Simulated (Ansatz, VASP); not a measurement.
## One calculation of WSe2, two programs

Contents of INCAR:

```
PREC = Accurate
ENCUT = 520
EDIFF = 1E-7
ISMEAR = 0
SIGMA = 0.05
LREAL = False
LASPH = True
NELM = 100
ALGO = Normal
ISIF = 2
LWAVE = False
LCHARG = False
GGA = PE
NBANDS = 64
```

File KPOINTS:

```
regular mesh
0
Gamma
  9 9 1
```

File POSCAR:

```
WSe2
1.0
    3.3204748274      0.0000000000      0.0000000000
   -1.6602374137      2.8756155532      0.0000000000
    0.0000000000      0.0000000000     38.6329385217
W Se
4 8
Direct
    0.6666666667      0.3333333333      0.9016861834
    0.6666666667      0.3333333333      0.2952336249
    0.3333333333      0.6666666667      0.7047663751
    0.3333333333      0.6666666667      0.0983138166
    0.3333333333      0.6666666667      0.9451315259
    0.3333333333      0.6666666667      0.3386744699
    0.6666666667      0.3333333333      0.7482128026
    0.6666666667      0.3333333333      0.1417590464
    0.3333333333      0.6666666667      0.8582409536
    0.3333333333      0.6666666667      0.2517871974
    0.6666666667      0.3333333333      0.6613255301
    0.6666666667      0.3333333333      0.0548684741
```

Input for Ansatz:

```yaml
crystal:
  lattice:
    - [3.3204748274, 0.0, 0.0]
    - [-1.6602374137, 2.8756155532, 0.0]
    - [0.0, 0.0, 38.6329385217]
  atoms:
    - { symbol: W, position: [0.6666666667, 0.3333333333, 0.9016861834] }
    - { symbol: W, position: [0.6666666667, 0.3333333333, 0.2952336249] }
    - { symbol: W, position: [0.3333333333, 0.6666666667, 0.7047663751] }
    - { symbol: W, position: [0.3333333333, 0.6666666667, 0.0983138166] }
    - { symbol: Se, position: [0.3333333333, 0.6666666667, 0.9451315259] }
    - { symbol: Se, position: [0.3333333333, 0.6666666667, 0.3386744699] }
    - { symbol: Se, position: [0.6666666667, 0.3333333333, 0.7482128026] }
    - { symbol: Se, position: [0.6666666667, 0.3333333333, 0.1417590464] }
    - { symbol: Se, position: [0.3333333333, 0.6666666667, 0.8582409536] }
    - { symbol: Se, position: [0.3333333333, 0.6666666667, 0.2517871974] }
    - { symbol: Se, position: [0.6666666667, 0.3333333333, 0.6613255301] }
    - { symbol: Se, position: [0.6666666667, 0.3333333333, 0.0548684741] }
basis:
  ecutwfc: 420
kpoints:
  mp_grid: { grid: [9, 9, 1] }
hamiltonian:
  xc: pbe
  pseudopotentials: { kind: paw, azcp: { folder: soft_1 } }
scf:
  occupations: { method: gaussian, width: 0.05 }
output:
  forces: true
  stress: true
  eigenvalues: true
```

Alike in both runs: task single point; functional PBE; k mesh 9 × 9 × 1; occupations gaussian, width 0.05 eV; no spin polarisation.

```csv
,VASP,Ansatz
version,VASP 6.6.1,Ansatz 0.2.0
potentials or method,"VASP PAW PBE potentials, release 64 (W_sv, Se), cutoff 520 eV","scalar-relativistic, plane waves, PAW"
valence electrons in the cell,104,184
```

Ansatz gave:

- gap on the k mesh at the Fermi level (eV): 1.53
- least direct gap on the mesh (eV): 1.53
- rms of the force components (eV/Å): 0.001

Problem. What did VASP give for the same quantities?

Solution. gap on the k mesh at the Fermi level (eV): 1.53; least direct gap on the mesh (eV): 1.53; rms of the force components (eV/Å): 0.020.

Atom by atom the forces differ by 0.021 eV/Å (rms over components). VASP's potentials hold 104 valence electrons a cell and Ansatz's 184, so a difference there can come from the potentials and not from the codes.

Spin-orbit coupling is off throughout.
